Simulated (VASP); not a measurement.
A run of VASP 6.6.1:

File INCAR:

```
PREC = Accurate
ENCUT = 500
EDIFF = 1E-7
ISMEAR = -1
SIGMA = 0.05
LREAL = False
LASPH = True
NELM = 120
ALGO = Normal
ISIF = 3
LWAVE = False
LCHARG = False
GGA = B5
ALDAX = 1.0
AGGAX = 1.0
AGGAC = 1.0
ALDAC = 0.0
IVDW = 12
VDW_S6 = 1.0
VDW_S8 = 2.6996
VDW_A1 = 0.4298
VDW_A2 = 4.2359
IBRION = 2
NSW = 60
EDIFFG = -0.01
GGA_COMPAT = False
NELMIN = 4
```

The input KPOINTS:

```
Automatic mesh
0
Gamma
  12 12 12
```

POSCAR

```
Ir
1.0
    0.0000000000      1.9156000000      1.9156000000
    1.9156000000      0.0000000000      1.9156000000
    1.9156000000      1.9156000000      0.0000000000
Ir
1
Direct
    0.0000000000      0.0000000000      0.0000000000
```

Potentials or basis: VASP PAW PBE potentials, release 64 (Ir_sv_GW).

Launch:

```bash
$ cat potpaw_PBE.64/Ir_sv_GW/POTCAR > POTCAR
$ mpirun -np 1 vasp_std > vasp.out
```

Hardware: 1 thread of AMD EPYC 9R45 (Zen 5) (shared host).

Question: Estimate the wall time of this run.

Answer: It took 72 s on 1 thread of AMD EPYC 9R45 (Zen 5), with other jobs on the host, peak memory 0.12 GiB. Counts: scf iterations 42, k points 72, ion steps 4.
